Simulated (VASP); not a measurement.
# Al3GaN4 (P-42m) in VASP: notebook

Al3GaN4 is run at these levels: PBEsol; tasks: single point.

All numbers are computed with VASP 6.6.1; they aren't measurements. Logs are shortened: lines on timing, memory, paths and dates and some standing lists are left out, and cuts for length are marked.

## (1) The cell of the first run

It takes space group P-42m (No. 111, tetragonal). Conventional cell: a = 4.747 Å, b = 4.747 Å, c = 4.204 Å, α = 90.00°, β = 90.00°, γ = 90.00°. Al (site symmetry -42m) has 4 N at 1.96 Å within 2.6 Å. Within 2.6 Å of Al (site symmetry 222) lie 4 N at 1.97 Å. Within 2.7 Å of Ga (site symmetry -42m) lie 4 N at 2.02 Å. N (site symmetry m) has 3 Al at 1.96 to 1.97 Å and 1 Ga at 2.02 Å within 2.6 Å.

## (2) Single point, PBEsol (volume 11.841 Å^3 an atom, c/a of the conventional cell 0.8857)

Input file INCAR:

```
SYSTEM = Al3GaN4
  PREC = Accurate
  ENCUT = 520
  EDIFF = 1E-7
  ISMEAR = 0
  SIGMA = 0.05
  LREAL = .False.
  LASPH = .True.
  NELM = 80
  ALGO = Normal
  ISIF = 2
  LWAVE = .False.
  LCHARG = .False.
  GGA = PS
  NBANDS = 31
```

Input file KPOINTS:

```
Automatic mesh
0
Gamma
  6 6 6
  0 0 0
```

Input file POSCAR:

```
Al3GaN4
1.0
    4.7467596409      0.0000000000      0.0000000000
    0.0000000000      4.7467596409      0.0000000000
    0.0000000000      0.0000000000      4.2042050140
Al Ga N
3 1 4
Direct
    0.5000000000      0.5000000000      0.0000000000
    0.5000000000      0.0000000000      0.5000000000
    0.0000000000      0.5000000000      0.5000000000
    0.0000000000      0.0000000000      0.0000000000
    0.7447140287      0.7447140287      0.2552859713
    0.7447140287      0.2552859713      0.7447140287
    0.2552859713      0.7447140287      0.7447140287
    0.2552859713      0.2552859713      0.2552859713
```

Potentials or basis: VASP PAW PBE potentials, release 64 (Al, Ga_d, N).

Launch:

```bash
$ cat potpaw_PBE.64/Al/POTCAR potpaw_PBE.64/Ga_d/POTCAR potpaw_PBE.64/N/POTCAR > POTCAR
$ mpirun -np 1 vasp_std > vasp.out
```

OUTCAR:

```text
SYSTEM = Al3GaN4
   PREC = Accurate
   ENCUT = 520
   EDIFF = 1E-7
   ISMEAR = 0
   LREAL = .False.
   LASPH = .True.
   NELM = 80
   ISIF = 2
   GGA = PS

 ion  position               nearest neighbor table
   1  0.500  0.500  0.000-   5 1.96   6 1.96   7 1.96   8 1.96   2 3.17   3 3.17   2 3.17   3 3.17
                             2 3.17   2 3.17   3 3.17   3 3.17
   2  0.500  0.000  0.500-   5 1.97   6 1.97   7 1.97   8 1.97   1 3.17   1 3.17   1 3.17   1 3.17
                             3 3.36   3 3.36   3 3.36   3 3.36
   3  0.000  0.500  0.500-   5 1.97   6 1.97   7 1.97   8 1.97   1 3.17   1 3.17   1 3.17   1 3.17
                             2 3.36   2 3.36   2 3.36   2 3.36
   4  0.000  0.000  0.000-   5 2.02   6 2.02   7 2.02   8 2.02
   5  0.745  0.745  0.255-   1 1.96   2 1.97   3 1.97   4 2.02
   6  0.745  0.255  0.745-   1 1.96   2 1.97   3 1.97   4 2.02
   7  0.255  0.745  0.745-   1 1.96   2 1.97   3 1.97   4 2.02
   8  0.255  0.255  0.255-   1 1.96   2 1.97   3 1.97   4 2.02

  LATTYP: Found a simple tetragonal cell.
 ALAT       =     4.7467596409
 C/A-ratio  =     0.8857000000

  Lattice vectors:

 A1 = (   4.7467596409,   0.0000000000,   0.0000000000)
 A2 = (   0.0000000000,   4.7467596409,   0.0000000000)
 A3 = (   0.0000000000,   0.0000000000,   4.2042050140)

Analysis of symmetry for initial positions (statically):
=====================================================================
 Subroutine PRICEL returns:
 Original cell was already a primitive cell.

 Routine SETGRP: Setting up the symmetry group for a
 simple tetragonal supercell.

 Subroutine GETGRP returns: Found  8 space group operations
 (whereof  8 operations were pure point group operations)
 out of a pool of 16 trial point group operations.

The static configuration has the point symmetry D_2d.

Analysis of symmetry for dynamics (positions and initial velocities):
=====================================================================
 Subroutine PRICEL returns:
 Original cell was already a primitive cell.

 Routine SETGRP: Setting up the symmetry group for a
 simple tetragonal supercell.

 Subroutine GETGRP returns: Found  8 space group operations
 (whereof  8 operations were pure point group operations)
 out of a pool of 16 trial point group operations.

The dynamic configuration has the point symmetry D_2d.

 Subroutine INISYM returns: Found  8 space group operations
 (whereof  8 operations are pure point group operations),
[... 108 lines left out ...]
   EDIFF  = 0.1E-06   stopping-criterion for ELM
   LREAL  =      F    real-space projection
   EDIFFG = 0.1E-05   stopping-criterion for IOM
   NSW    =      0    number of steps for IOM
   IBRION =     -1    ionic relax: 0-MD 1-quasi-New 2-CG
   NFREE  =      0    steps in history (QN), initial steepest desc. (CG)
   ISIF   =      2    stress and relaxation
   ISYM   =      2    0-nonsym 1-usesym 2-fastsym
   POTIM  = 0.5000    time-step for ionic-motion
   TEBEG  =    0.0;   TEEND  =   0.0 temperature during run
   PSTRESS=    0.0 pullay stress
   NELECT =      42.0000    total number of electrons
   NUPDOWN=      -1.0000    fix difference up-down
   EMIN   =  10.00;   EMAX   =-10.00  energy-range for DOS
   EFERMI =   0.00;   METHOD = LEGACY
   ISMEAR =     0;   SIGMA  =   0.05  broadening in eV -4-tet -1-fermi 0-gaus
   EFERMI_NEDOS =   21; number of points for ismear=-14 and -15
   IALGO  =     38    algorithm
   IMIX   =      4    mixing-type and parameters
     AMIX     =   0.40;   BMIX     =  1.00
     AMIX_MAG =   1.60;   BMIX_MAG =  1.00
  volume/ion in A,a.u.               =      11.84        79.91
  Fermi-wavevector in a.u.,A,eV,Ry     =   1.248337  2.359015 21.202571  1.558345
  Thomas-Fermi vector in A             =   2.382428
   LORBIT       =      0    0 simple, 1 ext, 2 COOP (PROOUT), +10 PAW based schemes
   GGA     = PS    functional components
   LHFCALC =     F    Hartree Fock is set to
   AEXX    =    0.0000 exact exchange contribution
   IVDW    =     0    specifies the selected vdW correction
   LEPSILON=     F    determine dielectric tensor
   LRPA    =     F    only Hartree local field effects (RPA)
 non-spin polarized calculation
 Gauss-broadening in eV      SIGMA  =   0.05
  energy-cutoff  :      520.00
  volume of cell :       94.73
 maximum number of plane-waves:      2576
 NGX is ok and might be reduce to    36
   NGX = 17   NGY = 17   NGZ = 15

 number of electron      42.0000003 magnetization

 Free energy of the ion-electron system (eV)
  ---------------------------------------------------
  ext. energy  EPLUGINS =         0.00000000
  ---------------------------------------------------
  free energy    TOTEN  =       -59.12159115 eV

  energy without entropy =      -59.12159115  energy(sigma->0) =      -59.12159115

 E-fermi :   5.2312     XC(G=0): -10.8790

 val. band max:        4.9944274801   @ k =   0.0000   0.0000   0.0000
 cond. band min:       7.2934805225   @ k =   0.0000   0.0000   0.0000
 fundamental gap:      2.2990530424
 Fermi energy:         5.2312166353

 k-point     1 :       0.0000    0.0000    0.0000
  band No.  band energies     occupation
      1      -9.8235      2.00000
      2      -8.5800      2.00000
      3      -8.5800      2.00000
      4      -8.5540      2.00000
      5      -8.0803      2.00000
      6      -8.0318      2.00000
[... 805 lines left out ...]
     30      13.6223      0.00000
     31      14.3000      0.00000

 [... further k-points ...]
[... 5 lines left out ...]
  --------------------------------------------------------------------------------------
  -------------------------------------------------------------------------------------
  Total      -12.6327004    -12.6327004     -5.3450738      0.0000000     -0.0000000      0.0000000
  in kB     -213.6625512   -213.6625512    -90.4036412      0.0000000     -0.0000000      0.0000000
  external PRESSURE =    -172.5762479 kB  Pullay stress =       0.0000000 kB

 VOLUME and BASIS-vectors are now :
 -----------------------------------------------------------------------------
  energy-cutoff  :      520.00
  volume of cell :       94.73
      direct lattice vectors                 reciprocal lattice vectors
     4.746759641  0.000000000  0.000000000     0.210670031  0.000000000  0.000000000
     0.000000000  4.746759641  0.000000000     0.000000000  0.210670031  0.000000000
     0.000000000  0.000000000  4.204205014     0.000000000  0.000000000  0.237857097

 POSITION                                       TOTAL-FORCE (eV/Angst)
 -----------------------------------------------------------------------------------
      2.37338      2.37338      0.00000         0.000000      0.000000      0.000000
      2.37338      0.00000      2.10210         0.000000      0.000000      0.000000
      0.00000      2.37338      2.10210         0.000000      0.000000      0.000000
      0.00000      0.00000      0.00000         0.000000      0.000000      0.000000
      3.53498      3.53498      1.07327         0.041734      0.041734      0.084536
      3.53498      1.21178      3.13093         0.041734     -0.041734     -0.084536
      1.21178      3.53498      3.13093        -0.041734      0.041734     -0.084536
      1.21178      1.21178      1.07327        -0.041734     -0.041734      0.084536
 -----------------------------------------------------------------------------------
    total drift:                               -0.000000     -0.000000      0.000000

  FREE ENERGIE OF THE ION-ELECTRON SYSTEM (eV)
  ---------------------------------------------------
  free  energy   TOTEN  =       -59.1215911462 eV

  energy  without entropy=      -59.1215911462  energy(sigma->0) =      -59.12159115
```

OSZICAR:

```text
N       E                     dE             d eps       ncg     rms          rms(c)
DAV:   1     0.309755939414E+03    0.30976E+03   -0.19231E+04  2736   0.162E+03
DAV:   2    -0.215702210398E+02   -0.33133E+03   -0.30733E+03  2893   0.430E+02
DAV:   3    -0.650596482983E+02   -0.43489E+02   -0.42801E+02  2824   0.125E+02
DAV:   4    -0.669513225733E+02   -0.18917E+01   -0.18823E+01  3389   0.290E+01
DAV:   5    -0.669927850588E+02   -0.41462E-01   -0.41442E-01  2943   0.393E+00    0.151E+01
DAV:   6    -0.591357843746E+02    0.78570E+01   -0.26474E+01  3892   0.464E+01    0.537E+00
DAV:   7    -0.592053433962E+02   -0.69559E-01   -0.20977E+00  2916   0.977E+00    0.383E+00
DAV:   8    -0.591517090264E+02    0.53634E-01   -0.43626E-01  3286   0.469E+00    0.128E+00
DAV:   9    -0.591211010901E+02    0.30608E-01   -0.90879E-02  3509   0.339E+00    0.593E-01
DAV:  10    -0.591213996089E+02   -0.29852E-03   -0.16936E-02  3043   0.685E-01    0.207E-01
DAV:  11    -0.591215954353E+02   -0.19583E-03   -0.62174E-04  3645   0.163E-01    0.436E-02
DAV:  12    -0.591215956974E+02   -0.26212E-06   -0.71519E-05  3269   0.664E-02    0.263E-02
DAV:  13    -0.591215917464E+02    0.39510E-05   -0.17139E-05  3517   0.480E-02    0.131E-02
DAV:  14    -0.591215917017E+02    0.44716E-07   -0.22109E-06  3283   0.116E-02    0.734E-03
DAV:  15    -0.591215912293E+02    0.47239E-06   -0.54886E-07  2820   0.550E-03    0.197E-03
DAV:  16    -0.591215911462E+02    0.83090E-07   -0.10190E-07  1976   0.188E-03
   1 F= -.59121591E+02 E0= -.59121591E+02  d E =-.237542E-13
```

stdout:

```text
POSCAR found type information on POSCAR AlGaN
 POSCAR found :  3 types and       8 ions
 scaLAPACK will be used
 -----------------------------------------------------------------------------
|                                                                             |
|                                                                             |
|     You enforced a specific xc type in the INCAR file but a different       |
|     I HOPE YOU KNOW WHAT YOU ARE DOING!                                     |
|                                                                             |
 -----------------------------------------------------------------------------

 LDA part: xc-table for (Slater+PW92), standard interpolation
 POSCAR, INCAR and KPOINTS ok, starting setup
 FFT: planning ... GRIDC
 FFT: planning ... GRID_SOFT
 FFT: planning ... GRID
 WAVECAR not read
 entering main loop
```

It took 71 s on 1 thread of Intel Xeon Platinum 8375C at 2.90GHz (Ice Lake), shared host; peak memory 0.25 GiB.

What came out:

* Free energy: -59.1216 eV
* Pressure: -17.3 GPa
* Largest force: 0.103 eV/Å
* Band gap on the k mesh: 2.30 eV, direct

Forces on the atoms (eV/Å):
```
Al   0.000  0.000  0.000
Al   0.000  0.000  0.000
Al   0.000  0.000  0.000
Ga   0.000  0.000  0.000
N    0.042  0.042  0.085
N    0.042 -0.042 -0.085
N   -0.042  0.042 -0.085
N   -0.042 -0.042  0.085
```

Stress tensor (GPa, compression positive):
```
-21.37   0.00   0.00
  0.00 -21.37   0.00
  0.00   0.00  -9.04
```

Caveat: the PAW data sets were made with another functional, which shifts forces and pressure a little.

## (3) Single point, PBEsol (volume 12.412 Å^3 an atom, c/a of the conventional cell 1.0625)

Input file INCAR:

```
SYSTEM = Al3GaN4
PREC = Accurate
ENCUT = 520
EDIFF = 1E-6
ISMEAR = 0
SIGMA = 0.05
LREAL = .FALSE.
LASPH = .TRUE.
NELM = 80
ALGO = Normal
ISIF = 2
LWAVE = .FALSE.
LCHARG = .FALSE.
GGA = PS
NBANDS = 31
```

Input file KPOINTS:

```
regular mesh
0
G
  6 6 6
  0 0 0
```

POSCAR, as its differences from that of step 2:

```diff
@@ -2,5 +2,5 @@
 1.0
-    4.7467596409      0.0000000000      0.0000000000
-    0.0000000000      4.7467596409      0.0000000000
-    0.0000000000      0.0000000000      4.2042050140
+    4.5380325336      0.0000000000      0.0000000000
+    0.0000000000      4.5380325336      0.0000000000
+    0.0000000000      0.0000000000      4.8216595670
 Al Ga N
```

Potentials or basis: VASP PAW PBE potentials, release 64 (Al, Ga_d, N).

Launch:

```bash
$ cat potpaw_PBE.64/Al/POTCAR potpaw_PBE.64/Ga_d/POTCAR potpaw_PBE.64/N/POTCAR > POTCAR
$ mpirun -np 1 vasp_std > vasp.out
```

Run time: 68 s. Hardware: 1 thread of Intel Xeon Platinum 8375C at 2.90GHz (Ice Lake), shared host; peak memory 0.26 GiB.

The run converged. Its results:

```
Free energy            : -58.7874 eV
Pressure               : -21.9 GPa
Largest force          : 0.044 eV/Å
Band gap on the k mesh : 2.16 eV, indirect (least direct gap 2.17 eV)
```

Forces in eV/Å, atoms in the order of the input:
```
Al   0.000  0.000  0.000
Al   0.000  0.000  0.000
Al   0.000  0.000  0.000
Ga   0.000  0.000  0.000
N   -0.026 -0.026 -0.023
N   -0.026  0.026  0.023
N    0.026 -0.026  0.023
N    0.026  0.026 -0.023
```

Stress tensor (GPa, compression positive):
```
-18.83   0.00   0.00
  0.00 -18.83   0.00
  0.00   0.00 -28.18
```

Levels at points of the mesh, in eV from the valence-band top:
```
           k point  band 18  band 19  band 20  band 21  band 22  band 23  band 24  band 25
(0.00, 0.00, 0.00)    -1.58    -0.28    -0.01    -0.01     2.16     3.03     3.03     3.29
(0.50, 0.00, 0.00)    -1.32    -1.21    -1.09    -1.00     4.75     4.77     5.73     5.77
(0.50, 0.50, 0.00)    -0.61    -0.41    -0.35    -0.35     5.93     6.75     6.75     7.12
(0.00, 0.00, 0.50)    -0.96    -0.96    -0.76    -0.76     4.60     4.64     5.30     5.30
(0.50, 0.00, 0.50)    -0.98    -0.78    -0.75    -0.69     5.73     6.70     6.74     6.96
(0.50, 0.50, 0.50)    -0.52    -0.45    -0.29    -0.29     4.05     5.47     5.49     5.49
```

Caveat: the PAW data sets were made with another functional, which shifts forces and pressure a little.

## (4) Single point, PBEsol (volume 12.412 Å^3 an atom, c/a of the conventional cell 1.1996)

Input file INCAR:

```
PREC = Accurate
ENCUT = 520
EDIFF = 1E-6
ISMEAR = 0
SIGMA = 0.05
LREAL = False
LASPH = True
NELM = 80
ALGO = Normal
ISIF = 2
LWAVE = False
LCHARG = False
GGA = PS
NBANDS = 31
```

Input file KPOINTS:

```
Automatic mesh
0
Gamma
  6 6 6
```

POSCAR, as its differences from that of step 3:

```diff
@@ -2,5 +2,5 @@
 1.0
-    4.5380325336      0.0000000000      0.0000000000
-    0.0000000000      4.5380325336      0.0000000000
-    0.0000000000      0.0000000000      4.8216595670
+    4.3581124535      0.0000000000      0.0000000000
+    0.0000000000      4.3581124535      0.0000000000
+    0.0000000000      0.0000000000      5.2279916993
 Al Ga N
```

Launch:

```bash
$ cat potpaw_PBE.64/Al/POTCAR potpaw_PBE.64/Ga_d/POTCAR potpaw_PBE.64/N/POTCAR > POTCAR
$ mpirun -np 1 vasp_std > vasp.out
```

It took 57 s on 1 thread of Intel Xeon Platinum 8375C at 2.90GHz (Ice Lake), shared host; peak memory 0.26 GiB.

It converged, with:

```yaml
Free_energy: -57.7051 eV
Pressure: -22.8 GPa
Largest_force: 0.098 eV/Å
Band_gap_on_the_k_mesh: 1.58 eV, indirect (least direct gap 1.66 eV)
```

Forces in eV/Å, atoms in the order of the input:
```
Al   0.000  0.000  0.000
Al   0.000  0.000  0.000
Al   0.000  0.000  0.000
Ga   0.000  0.000  0.000
N   -0.056 -0.056 -0.059
N   -0.056  0.056  0.059
N    0.056 -0.056  0.059
N    0.056  0.056 -0.059
```

Stress tensor (GPa, compression positive):
```
-11.00   0.00   0.00
  0.00 -11.00   0.00
  0.00   0.00 -46.48
```

Levels at points of the mesh, in eV from the valence-band top:
| k point | band 18 | band 19 | band 20 | band 21 | band 22 | band 23 | band 24 | band 25 |
| --- | --- | --- | --- | --- | --- | --- | --- | --- |
| (0.00, 0.00, 0.00) | -1.27 | -1.09 | -0.08 | -0.08 | 1.58 | 2.59 | 2.59 | 3.49 |
| (0.50, 0.00, 0.00) | -1.96 | -1.80 | -1.44 | -1.33 | 4.32 | 4.37 | 5.69 | 5.82 |
| (0.50, 0.50, 0.00) | -0.38 | -0.23 | -0.14 | -0.14 | 5.44 | 6.15 | 6.15 | 6.54 |
| (0.00, 0.00, 0.50) | -0.82 | -0.82 | -0.62 | -0.62 | 4.12 | 4.29 | 4.52 | 4.52 |
| (0.50, 0.00, 0.50) | -1.57 | -1.48 | -1.34 | -1.24 | 4.68 | 5.62 | 5.73 | 5.83 |
| (0.50, 0.50, 0.50) | -0.33 | -0.27 | -0.12 | -0.12 | 3.04 | 4.20 | 4.23 | 4.23 |

Caveat: the PAW data sets were made with another functional, which shifts forces and pressure a little.

## (5) The runs side by side

```csv
cell,gap on the mesh (eV),pressure (GPa),largest force (eV/Å)
"a = 4.747, b = 4.747, c = 4.204 Å, 8 atoms",2.30,-17.3,0.10
"a = 4.538, b = 4.538, c = 4.822 Å, 8 atoms",2.16,-21.9,0.04
"a = 4.358, b = 4.358, c = 5.228 Å, 8 atoms",1.58,-22.8,0.10
```

Alike in all rows: task single point; level PBEsol; potentials or basis VASP PAW PBE potentials, release 64 (Al, Ga_d, N); no spin polarisation; k mesh 6 × 6 × 6; cutoff (eV) 520; smearing gaussian 0.05 eV.

Caveats: the PAW data sets were made with another functional, which shifts forces and pressure a little.

Total energies depend on the potentials used, so only differences within one code and one set of settings carry meaning.
